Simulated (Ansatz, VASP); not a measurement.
**Cd in VASP and in Ansatz**

```
CELL_PARAMETERS angstrom
2.94064 0.00000 0.00000
0.00000 2.94064 0.00000
0.00000 0.00000 2.94064
ATOMIC_POSITIONS crystal
Cd 0.00000 0.00000 0.00000
```

Alike in both runs: functional r2SCAN; k mesh 11 × 11 × 11; occupations fermi-dirac, width 0.1 eV; no spin polarisation.

Ansatz relaxed the structure, and its values are those at the end. VASP's run is a single point on that final structure, the one shown.

```csv
,VASP,Ansatz
version,VASP 6.6.1,Ansatz 0.2.0
potentials or method,"VASP PAW PBE potentials, release 64 (Cd), cutoff 550 eV","plane waves (500 eV) with PAW, scalar-relativistic"
valence electrons in the cell,12,20
```

VASP gave:

| Property | Result |
| --- | --- |
| pressure (GPa) | 0.3 |

Problem. Which values does Ansatz return?

Solution. Pressure (GPa): 0.0.

VASP's potentials were made for PBE, not for r2SCAN. With one functional, cell and mesh, what is left measures potentials, basis and numerics. VASP's potentials hold 12 valence electrons a cell and Ansatz's 20, so a difference there can come from the potentials and not from the codes.
